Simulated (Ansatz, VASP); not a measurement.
# B3As in VASP and in Ansatz

```
CELL_PARAMETERS angstrom
3.41773 0.00000 0.00000
0.00000 3.41773 0.00000
0.00000 0.00000 3.28355
ATOMIC_POSITIONS crystal
B 0.00000 0.50000 0.50000
B 0.50000 0.00000 0.50000
B 0.50000 0.50000 0.00000
As 0.00000 0.00000 0.00000
```

Change from the starting cell: species swapped into the Ti3Ag type (P4/mmm, No. 123).

Alike in both runs: task relaxation of cell and atoms; functional PBE; k mesh 6 × 6 × 6; occupations gaussian, width 0.1 eV; no spin polarisation.

```csv
,VASP,Ansatz
version,VASP 6.6.1,Ansatz 0.2.0
potentials or method,"VASP PAW PBE potentials, release 64 (B, As), cutoff 600 eV","scalar-relativistic, plane waves, PAW"
valence electrons in the cell,14,24
```

|  | VASP | Ansatz | Ansatz less VASP |
| --- | --- | --- | --- |
| gap on the k mesh at the Fermi level, each at its own relaxed structure (eV) | none | none | - |
| relaxed volume (Å³/atom) | 9.72 | 9.68 | -0.042 |
| relaxed length of the cell vector where the two differ most in proportion (Å) | 3.610 | 3.600 | -0.0096 |

A gap of «none» marks a metal or a gap that the smearing closes. VASP's potentials hold 14 valence electrons a cell and Ansatz's 24, so a difference there can come from the potentials and not from the codes.
